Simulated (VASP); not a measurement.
A run of VASP 6.6.1 is set up as follows.

Contents of POSCAR:

```
ZrSe2
1.0
    3.7980000000      0.0000000000      0.0000000000
   -1.8990000000      3.2891644800      0.0000000000
    0.0000000000      0.0000000000      6.1920000000
Zr Se
1 2
Direct
    0.0000000000      0.0000000000      0.0000000000
    0.3333333300      0.6666666700      0.2500000000
    0.6666666700      0.3333333300      0.7500000000
```

The input INCAR.step1:

```
SYSTEM = ZrSe2
PREC = Accurate
ENCUT = 550
ISMEAR = -1
SIGMA = 0.02
LREAL = .FALSE.
LASPH = .TRUE.
NELM = 120
GGA = PE
ALGO = Normal
EDIFF = 1E-5
LWAVE = .TRUE.
LCHARG = .FALSE.
GGA_COMPAT = .FALSE.
IBRION = 2
ISIF = 3
EDIFFG = -0.005
NELMIN = 4
NSW = 100
```

The input INCAR.step2:

```
SYSTEM = ZrSe2
PREC = Accurate
ENCUT = 550
EDIFF = 1E-7
ISMEAR = -1
SIGMA = 0.02
LREAL = .FALSE.
LASPH = .TRUE.
NELM = 120
ALGO = Normal
ISIF = 3
LWAVE = .FALSE.
LCHARG = .FALSE.
METAGGA = R2SCAN
LMIXTAU = .TRUE.
IBRION = 2
NSW = 80
EDIFFG = -0.01
ISTART = 1
GGA_COMPAT = .FALSE.
NELMIN = 4
```

KPOINTS

```
Automatic mesh
0
G
  12 12 4
  0 0 0
```

Potentials or basis: VASP PAW PBE potentials, release 64 (Zr_sv, Se).

The run is started by

```sh
$ cat potpaw_PBE.64/Zr_sv/POTCAR potpaw_PBE.64/Se/POTCAR > POTCAR
$ cp INCAR.step1 INCAR
$ mpirun -np 1 vasp_std > vasp.out
$ cp INCAR.step2 INCAR
$ mpirun -np 1 vasp_std > vasp.out
```

Task: Predict the relaxed cell.

Result: a = 3.808 Å, b = 3.808 Å, c = 6.418 Å, α = 90.00°, β = 90.00°, γ = 120.00°.

Task: What does it give for the space group after relaxing (to 0.1 Å)?

Result: P-3m1 (No. 164).

Task: What does it give for the relaxed volume?

Result: 26.87 Å³/atom.

Task: What does it give for the band gap on the k mesh?

Result: 0.76 eV (least direct gap 1.43 eV).

The path:
```
step  energy change (eV)  largest force (eV/Å)  pressure (GPa)  volume (Å³)
   1              0.0000                0.1587            1.43        77.35
   2              0.0020                0.3015           -1.56        79.96
   3             -0.0061                0.0595           -0.01        78.55
   4             -0.0070                0.0647            0.02        78.64
   5             -0.0083                0.0818            0.11        78.91
   6             -0.0092                0.0644            0.09        79.17
   7             -0.0107                0.0127            0.05        79.97
   8             -0.0109                0.0120            0.03        80.37
   9             -0.0110                0.0169           -0.11        80.65
  10             -0.0110                0.0119           -0.09        80.60
  11             -0.0111                0.0004            0.04        80.60
```

Caveat: semilocal functionals underestimate gaps, and a narrow one can read as zero; the PAW data sets were made with another functional, which shifts forces and pressure a little. r2SCAN opens gaps a little over a GGA but as a rule still falls short of measured ones.
